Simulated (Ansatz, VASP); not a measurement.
**One calculation of Pt, two programs**

File INCAR:

```
ALGO = Normal ; DIPOL = 0.5 0.5 0.500
EDIFF = 1E-7 ; ENCUT = 520
GGA = PE ; IDIPOL = 3
ISIF = 2 ; ISMEAR = 0
LASPH = True ; LCHARG = False
LDIPOL = True ; LREAL = False
LWAVE = False ; NBANDS = 33
NELM = 80 ; PREC = Accurate
SIGMA = 0.1
```

KPOINTS

```
k-points
0
Gamma
  12 12 1
```

POSCAR

```
Pt
1.0
    2.8072917799      0.0000000000      0.0000000000
   -1.4036458899      2.4311859972      0.0000000000
    0.0000000000      0.0000000000     24.1685765598
Pt
5
Direct
    0.6666666667      0.3333333333      0.3103203030
    0.3333333333      0.6666666667      0.4051601515
    0.0000000000      0.0000000000      0.5000000000
    0.6666666667      0.3333333333      0.5948398485
    0.3333333333      0.6666666667      0.6896796970
```

Input for Ansatz:

```yaml
crystal:
  lattice:
    - [2.8072917799, 0.0, 0.0]
    - [-1.4036458899, 2.4311859972, 0.0]
    - [0.0, 0.0, 24.1685765598]
  atoms:
    - { symbol: Pt, position: [0.6666666667, 0.3333333333, 0.310320303] }
    - { symbol: Pt, position: [0.3333333333, 0.6666666667, 0.4051601515] }
    - { symbol: Pt, position: [0.0, 0.0, 0.5] }
    - { symbol: Pt, position: [0.6666666667, 0.3333333333, 0.5948398485] }
    - { symbol: Pt, position: [0.3333333333, 0.6666666667, 0.689679697] }
basis:
  ecutwfc: 420
kpoints:
  mp_grid: { grid: [12, 12, 1] }
hamiltonian:
  xc: pbe
scf:
  occupations: { method: gaussian, width: 0.1 }
  max_iter: 66
output:
  forces: true
  stress: true
  eigenvalues: true
efield:
  axis: 3
  dipole_correction: true
  ramp_width: 0.04
  ramp_position: 0.73
```

Alike in both runs: task single point; functional PBE; k mesh 12 × 12 × 1; occupations gaussian, width 0.1 eV; no spin polarisation.

```csv
,VASP,Ansatz
version,VASP 6.6.1,Ansatz 0.2.0
potentials or method,"VASP PAW PBE potentials, release 64 (Pt), cutoff 520 eV","scalar-relativistic, plane waves, PAW"
valence electrons in the cell,50,90
```

```tsv
	VASP	Ansatz	Ansatz less VASP
gap on the k mesh at the Fermi level (eV)	none	none	-
rms of the force components (eV/Å)	0.099	2.961	+2.8622
```

Atom by atom the forces differ by 2.982 eV/Å (rms over components). A gap of «none» marks a metal or a gap that the smearing closes. One of these differences is far larger than is usual between the two programs; its cause wasn't traced. VASP's potentials hold 50 valence electrons a cell and Ansatz's 90, so a difference there can come from the potentials and not from the codes. Ansatz's warnings: net force over tolerance, vacuum below fermi, vacuum density over bound.

Neither program's run includes spin-orbit coupling.
